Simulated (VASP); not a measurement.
# ZrC (Fmm2) in VASP: a series of runs, part 2 of 2

VASP 6.6.1. Earlier steps stand in the parts before.

### 4 Single point, LDA (mode 4 frozen in at -0.057 Å, strain +e along z and -e/2 along x and y +0.0233)

The input, INCAR:

```
ALGO = Normal
EDIFF = 1E-6
ENCUT = 520
GGA = CA
ISIF = 2
ISMEAR = 0
LASPH = T
LCHARG = T
LELF = T
LREAL = F
LVHAR = T
LWAVE = F
NBANDS = 15
NELM = 80
PREC = Accurate
SIGMA = 0.15
```

The input, KPOINTS:

```
k-points
0
Gamma
  16 16 16
```

The input, POSCAR:

```
ZrC
1.0
    0.0000000000      2.2936921226      2.3748015875
    2.2936921226      0.0000000000      2.3748015875
    2.2936921226      2.2936921226      0.0000000000
Zr C
1 1
Direct
    0.4983745445      0.5016254555      0.5016254555
    0.0123452608     -0.0123452608     -0.0123452608
```

Potentials or basis: VASP PAW LDA potentials, release 64 (Zr_sv, C).

Started as:

```sh
> cat potpaw_LDA.64/Zr_sv/POTCAR potpaw_LDA.64/C/POTCAR > POTCAR
> mpirun -np 1 vasp_std > vasp.out
```

OUTCAR:

```text
EDIFF = 1E-6
   ENCUT = 520
   GGA = CA
   ISIF = 2
   ISMEAR = 0
   LASPH = T
   LREAL = F
   NELM = 80
   PREC = Accurate

 ion  position               nearest neighbor table
   1  0.498  0.502  0.502-   2 2.23   2 2.29   2 2.29   2 2.36   2 2.38   2 2.38
   2  0.012  0.988  0.988-   1 2.23   1 2.29   1 2.29   1 2.36   1 2.38   1 2.38

  LATTYP: Found a body centered tetragonal cell.
 ALAT       =     3.2437705077
 C/A-ratio  =     1.4642229355

  Lattice vectors:

 A1 = (  -2.2936921226,   0.0000000000,   2.3748015875)
 A2 = (   2.2936921226,   0.0000000000,   2.3748015875)
 A3 = (   0.0000000000,   2.2936921226,  -2.3748015875)

Analysis of symmetry for initial positions (statically):
=====================================================================
 Subroutine PRICEL returns:
 Original cell was already a primitive cell.

 Routine SETGRP: Setting up the symmetry group for a
 body centered tetragonal supercell.

 Subroutine GETGRP returns: Found  4 space group operations
 (whereof  4 operations were pure point group operations)
 out of a pool of 16 trial point group operations.

The static configuration has the point symmetry C_2v.

Analysis of symmetry for dynamics (positions and initial velocities):
=====================================================================
 Subroutine PRICEL returns:
 Original cell was already a primitive cell.

 Routine SETGRP: Setting up the symmetry group for a
 body centered tetragonal supercell.

 Subroutine GETGRP returns: Found  4 space group operations
 (whereof  4 operations were pure point group operations)
 out of a pool of 16 trial point group operations.

The dynamic configuration has the point symmetry C_2v.

 Subroutine INISYM returns: Found  4 space group operations
 (whereof  4 operations are pure point group operations),
 and found     1 'primitive' translations

----------------------------------------------------------------------------------------

                                     Primitive cell

  volume of cell :      24.9878

  direct lattice vectors                    reciprocal lattice vectors
     0.000000000  2.293692123  2.374801587    -0.217989152  0.217989152  0.210543905
     2.293692123  0.000000000  2.374801587     0.217989152 -0.217989152  0.210543905
     2.293692123  2.293692123  0.000000000     0.217989152  0.217989152 -0.210543905

  length of vectors
     3.301621743  3.301621743  3.243770508     0.373319269  0.373319269  0.373319269

  position of ions in fractional coordinates (direct lattice)
     0.498374545  0.501625455  0.501625455
     0.012345261  0.987654739  0.987654739

  ion indices of the primitive-cell ions
   primitive index   ion index
                 1           1
                 2           2

----------------------------------------------------------------------------------------

 KPOINTS: k-points

Automatic generation of k-mesh.
 Grid dimensions read from file:
 generate k-points for:   16   16   16

 Generating k-lattice:

  Cartesian coordinates                     Fractional coordinates (reciprocal lattice)
    -0.013624322  0.013624322  0.013158994     0.062500000  0.000000000  0.000000000
     0.013624322 -0.013624322  0.013158994     0.000000000  0.062500000  0.000000000
     0.013624322  0.013624322 -0.013158994    -0.000000000 -0.000000000  0.062500000

  Length of vectors
     0.023332454  0.023332454  0.023332454

  Shift w.r.t. Gamma in fractional coordinates (k-lattice)
     0.000000000  0.000000000  0.000000000

 Subroutine IBZKPT returns following result:
 ===========================================

 Found    621 irreducible k-points:

 Following reciprocal coordinates:
            Coordinates               Weight
  0.000000  0.000000  0.000000      1.000000
  0.062500  0.000000  0.000000      8.000000
  0.125000  0.000000  0.000000      8.000000
  0.187500 -0.000000  0.000000      8.000000
  0.250000  0.000000  0.000000      8.000000
  0.312500 -0.000000  0.000000      8.000000
[... 16 lines left out ...]
 -0.125000  0.062500  0.000000      8.000000
 -0.062500  0.062500  0.000000      4.000000
 [... further k-points ...]
   k-points           NKPTS =    621   k-points in BZ     NKDIM =    621   number of bands    NBANDS=     15
   number of dos      NEDOS =    301   number of ions     NIONS =      2
   total plane-waves  NPLWV =  18816
   dimension x,y,z NGX =    28 NGY =   28 NGZ =   24
   dimension x,y,z NGXF=    56 NGYF=   56 NGZF=   48
   ions per type =               1   1
   NGX,Y,Z   is equivalent  to a cutoff of  14.10, 14.10, 12.30 a.u.
   NGXF,Y,Z  is equivalent  to a cutoff of  28.20, 28.20, 24.60 a.u.
 SYSTEM =  unknown system
   PREC   = accura    normal or accurate (medium, high low for compatibility)
   ISTART =      0    job   : 0-new  1-cont  2-samecut
   ICHARG =      2    charge: 1-file 2-atom 10-const
   ISPIN  =      1    spin polarized calculation?
   LNONCOLLINEAR =      F non collinear calculations
   LSORBIT =      F    spin-orbit coupling
   LASPH  =      T    aspherical Exc in radial PAW
   ENCUT  =  520.0 eV  38.22 Ry    6.18 a.u.   6.14  6.14  6.03*2*pi/ulx,y,z
   NELM   =     80;   NELMIN=  2; NELMDL= -5     # of ELM steps
   EDIFF  = 0.1E-05   stopping-criterion for ELM
   LREAL  =      F    real-space projection
   EDIFFG = 0.1E-04   stopping-criterion for IOM
   NSW    =      0    number of steps for IOM
   IBRION =     -1    ionic relax: 0-MD 1-quasi-New 2-CG
   NFREE  =      0    steps in history (QN), initial steepest desc. (CG)
   ISIF   =      2    stress and relaxation
   ISYM   =      2    0-nonsym 1-usesym 2-fastsym
   POTIM  = 0.5000    time-step for ionic-motion
   TEBEG  =    0.0;   TEEND  =   0.0 temperature during run
   PSTRESS=    0.0 pullay stress
   NELECT =      16.0000    total number of electrons
   NUPDOWN=      -1.0000    fix difference up-down
   EMIN   =  10.00;   EMAX   =-10.00  energy-range for DOS
   EFERMI =   0.00;   METHOD = LEGACY
   ISMEAR =     0;   SIGMA  =   0.15  broadening in eV -4-tet -1-fermi 0-gaus
   EFERMI_NEDOS =   21; number of points for ismear=-14 and -15
   IALGO  =     38    algorithm
   IMIX   =      4    mixing-type and parameters
     AMIX     =   0.40;   BMIX     =  1.00
     AMIX_MAG =   1.60;   BMIX_MAG =  1.00
  volume/ion in A,a.u.               =      12.49        84.31
  Fermi-wavevector in a.u.,A,eV,Ry     =   1.411039  2.666477 27.089616  1.991031
  Thomas-Fermi vector in A             =   2.532931
   LORBIT       =      0    0 simple, 1 ext, 2 COOP (PROOUT), +10 PAW based schemes
   GGA     = CA    functional components
   LHFCALC =     F    Hartree Fock is set to
   AEXX    =    0.0000 exact exchange contribution
   IVDW    =     0    specifies the selected vdW correction
   LEPSILON=     F    determine dielectric tensor
   LRPA    =     F    only Hartree local field effects (RPA)
 non-spin polarized calculation
 Gauss-broadening in eV      SIGMA  =   0.15
  energy-cutoff  :      520.00
  volume of cell :       24.99
 maximum number of plane-waves:       686
 NGX is ok and might be reduce to    28
   NGX = 13   NGY = 13   NGZ = 13

 number of electron      16.0000000 magnetization

 Free energy of the ion-electron system (eV)
  ---------------------------------------------------
  ext. energy  EPLUGINS =         0.00000000
  ---------------------------------------------------
  free energy    TOTEN  =       -21.23515654 eV

  energy without entropy =      -21.23202321  energy(sigma->0) =      -21.23358987

 E-fermi :   9.9236     XC(G=0): -12.5418

 val. band max:        9.9021414790   @ k =   0.2500   0.2500   0.0000
 cond. band min:       9.9241913470   @ k =   0.0000  -0.3750  -0.4375
 fundamental gap:      0.0220498681
 Fermi energy:         9.9236148120

 k-point     1 :       0.0000    0.0000    0.0000
  band No.  band energies     occupation
      1     -37.7592      2.00000
      2     -15.6084      2.00000
      3     -15.5861      2.00000
      4     -15.5840      2.00000
      5      -1.3808      2.00000
      6      10.3900      0.00001
      7      10.4854      0.00000
      8      10.7935      0.00000
      9      11.0705      0.00000
     10      11.2503      0.00000
     11      11.3176      0.00000
     12      12.5589      0.00000
     13      13.1368      0.00000
     14      17.8119      0.00000
[... 401 lines left out ...]
      2     -15.6926      2.00000
      3     -15.6327      2.00000
      4     -15.5840      2.00000
      5      -1.1146      2.00000
      6       9.3335      2.00000
      7       9.6884      1.97342
      8       9.7908      1.78957
      9      11.1959      0.00000
     10      11.6510      0.00000
     11      12.0007      0.00000
     12      13.1271      0.00000
     13      14.6712      0.00000
     14      18.3636      0.00000
     15      21.1212      0.00000

 [... further k-points ...]
[... 5 lines left out ...]
  --------------------------------------------------------------------------------------
  -------------------------------------------------------------------------------------
  Total        1.1350617      0.9003098     -1.2385405      0.0000000      0.0000000      0.0000000
  in kB       72.7783955     57.7264698    -79.4132944      0.0000000      0.0000000      0.0000000
  external PRESSURE =      17.0305236 kB  Pullay stress =       0.0000000 kB

 VOLUME and BASIS-vectors are now :
 -----------------------------------------------------------------------------
  energy-cutoff  :      520.00
  volume of cell :       24.99
      direct lattice vectors                 reciprocal lattice vectors
     0.000000000  2.293692123  2.374801587    -0.217989152  0.217989152  0.210543905
     2.293692123  0.000000000  2.374801587     0.217989152 -0.217989152  0.210543905
     2.293692123  2.293692123  0.000000000     0.217989152  0.217989152 -0.210543905

 POSITION                                       TOTAL-FORCE (eV/Angst)
 -----------------------------------------------------------------------------------
      2.30115      2.29369      2.37480        -0.587362      0.000000      0.000000
      4.53075      2.29369      2.37480         0.587362      0.000000      0.000000
 -----------------------------------------------------------------------------------
    total drift:                               -0.000199      0.000001      0.000002

  FREE ENERGIE OF THE ION-ELECTRON SYSTEM (eV)
  ---------------------------------------------------
  free  energy   TOTEN  =       -21.2351565387 eV

  energy  without entropy=      -21.2320232112  energy(sigma->0) =      -21.23358987
```

OSZICAR:

```text
N       E                     dE             d eps       ncg     rms          rms(c)
DAV:   1     0.986147798199E+02    0.98615E+02   -0.85571E+03 18662   0.108E+03
DAV:   2    -0.186178548055E+02   -0.11723E+03   -0.10956E+03 23579   0.290E+02
DAV:   3    -0.245273573861E+02   -0.59095E+01   -0.58652E+01 30924   0.554E+01
DAV:   4    -0.246827185975E+02   -0.15536E+00   -0.15529E+00 22862   0.632E+00
DAV:   5    -0.246842791460E+02   -0.15605E-02   -0.15605E-02 24769   0.580E-01    0.224E+01
DAV:   6    -0.213839711306E+02    0.33003E+01   -0.63284E+00 22676   0.228E+01    0.795E+00
DAV:   7    -0.212613478852E+02    0.12262E+00   -0.60026E-01 21371   0.613E+00    0.700E+00
DAV:   8    -0.212743080586E+02   -0.12960E-01   -0.33605E-01 23593   0.400E+00    0.536E+00
DAV:   9    -0.212360513532E+02    0.38257E-01   -0.63371E-02 21234   0.163E+00    0.840E-01
DAV:  10    -0.212351627293E+02    0.88862E-03   -0.49073E-03 24692   0.594E-01    0.861E-02
DAV:  11    -0.212351592611E+02    0.34681E-05   -0.13057E-04 21823   0.116E-01    0.214E-02
DAV:  12    -0.212351571342E+02    0.21269E-05   -0.33692E-06 23243   0.174E-02    0.935E-03
DAV:  13    -0.212351565387E+02    0.59549E-06   -0.12787E-06 21203   0.778E-03
   1 F= -.21235157E+02 E0= -.21233590E+02  d E =-.313333E-02
```

stdout:

```text
POSCAR found type information on POSCAR ZrC
 POSCAR found :  2 types and       2 ions
 scaLAPACK will be used
 LDA part: xc-table for (Slater(with rela. corr.)+CA(PZ))
 , standard interpolation
 POSCAR, INCAR and KPOINTS ok, starting setup
 FFT: planning ... GRIDC
 FFT: planning ... GRID_SOFT
 FFT: planning ... GRID
 WAVECAR not read
 entering main loop
```

Wall time 100 s (1 thread of Intel Xeon 6975P-C (Granite Rapids), shared host); peak memory 0.33 GiB.

Results:

| Property | Result |
| --- | --- |
| Free energy | -21.2352 eV |
| Pressure | 1.7 GPa |
| Largest force | 0.587 eV/Å |
| Band gap on the k mesh | zero (band 8 reaches 10.79 eV, above the bottom of band 9 at 9.46 eV) |

Forces on the atoms (eV/Å):
```
Zr  -0.587  0.000  0.000
C    0.587  0.000  0.000
```

Stress tensor (GPa, compression positive):
```
 7.28  0.00  0.00
 0.00  5.77  0.00
 0.00  0.00 -7.94
```

Caveat: the cell differs from its parent crystal (mode 4 frozen in at -0.057 Å, strain +e along z and -e/2 along x and y +0.0233).

### 5 The runs side by side

| cell | gap on the mesh (eV) | pressure (GPa) | largest force (eV/Å) |
| --- | --- | --- | --- |
| a = 3.322, b = 3.322, c = 3.205 Å, angles 61.2, 61.2, 57.7°, 2 atoms | none | 3.7 | 0.67 |
| a = 3.263, b = 3.263, c = 3.320 Å, angles 59.4, 59.4, 61.2°, 2 atoms | none | 1.6 | 0.42 |
| a = 3.302, b = 3.302, c = 3.244 Å, angles 60.6, 60.6, 58.8°, 2 atoms | none | 1.7 | 0.59 |

Alike in all rows: task single point; level LDA; potentials or basis VASP PAW LDA potentials, release 64 (Zr_sv, C); no spin polarisation; k mesh 16 × 16 × 16; cutoff (eV) 520; smearing gaussian 0.15 eV.

Absolute energies hang on the potentials; compare differences alone.
